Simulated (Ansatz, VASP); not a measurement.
# Two plane-wave programs on SiNi3

```
CELL_PARAMETERS angstrom
3.46125 0.00000 0.00000
0.00000 3.46125 0.00000
0.00000 0.00000 3.46125
ATOMIC_POSITIONS crystal
Si 0.00000 0.99183 0.99183
Ni 0.00000 0.50000 0.50000
Ni 0.50000 0.00000 0.50000
Ni 0.50000 0.50000 0.00000
```

Alike in both runs: task single point; functional PBEsol; k mesh 14 × 14 × 14; occupations gaussian, width 0.15 eV; no spin polarisation.

|  | VASP | Ansatz |
| --- | --- | --- |
| version | VASP 6.6.1 | Ansatz 0.2.0 |
| potentials or method | VASP PAW PBE potentials, release 64 (Si, Ni), cutoff 520 eV | scalar-relativistic, plane waves, PAW |
| valence electrons in the cell | 34 | 58 |

|  | VASP | Ansatz | Ansatz less VASP |
| --- | --- | --- | --- |
| gap on the k mesh at the Fermi level (eV) | none | none | - |
| pressure (GPa) | 0.2 | 0.1 | -0.12 |
| traceless stress, the component that is largest in VASP (GPa) | 0.08 | 0.08 | -0.001 |
| rms of the force components (eV/Å) | 0.090 | 0.088 | -0.0017 |

VASP's potentials were made for PBE, not for PBEsol. Atom by atom the forces differ by 0.002 eV/Å (rms over components). A gap of «none» marks a metal or a gap that the smearing closes. The functional is the same, so the differences come from potentials, cutoffs and numerics. VASP's potentials hold 34 valence electrons a cell and Ansatz's 58, so a difference there can come from the potentials and not from the codes.
